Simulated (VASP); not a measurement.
**Sr3Cl4: single point with PBE**

Sr3Cl4:

```
Sr Cl
1.0
     5.34444    0.00000    0.00000
     0.00000    5.34444    0.00000
     0.00000    0.00000    5.34444
Sr Cl
3 4
Direct
  0.50000 0.00000 0.00000
  0.00000 0.50000 0.00000
  0.00000 0.00000 0.50000
  0.00000 0.50000 0.50000
  0.50000 0.00000 0.50000
  0.50000 0.50000 0.00000
  0.00000 0.00000 0.00000
```

The cell was built from a structure type or drawn by symmetry, and may not be a known phase.

- Program: VASP 6.6.1
- Task: single point
- Functional: PBE
- Potentials or basis: VASP PAW PBE potentials, release 64 (Sr_sv, Cl)
- Cutoff: 520 eV
- k mesh: 4 × 4 × 4
- Occupations: gaussian, width 0.1 eV
- Spin: no spin polarisation

```yaml
Pressure: 21.1 GPa
Band_gap_on_the_k_mesh: zero (bands 29 and 30 overlap by 4.10 eV)
```

Levels at points of the mesh, in eV from the Fermi level:
```
           k point  band 24  band 25  band 26  band 27  band 28  band 29  band 30  band 31  band 32  band 33
(0.00, 0.00, 0.00)    -5.97    -5.97    -5.75    -5.75    -5.75    -1.54    -1.54    -1.54     0.81     1.85
(0.50, 0.00, 0.00)    -6.36    -6.05    -6.05    -5.96    -5.96    -1.18     0.89     1.17     1.17     1.72
(0.50, 0.50, 0.00)    -7.14    -6.62    -6.24    -6.24    -5.61     1.31     1.61     1.61     1.90     2.65
(0.50, 0.50, 0.50)    -7.30    -7.30    -7.30    -5.73    -5.73     2.56     2.56     2.56     2.71     3.25
```

Run time: 24 s on 1 thread of Intel(R) Xeon(R) 6975P-C (Granite Rapids), with other jobs on the host, peak memory 0.26 GiB.

Caveat: the cell stands under pressure.
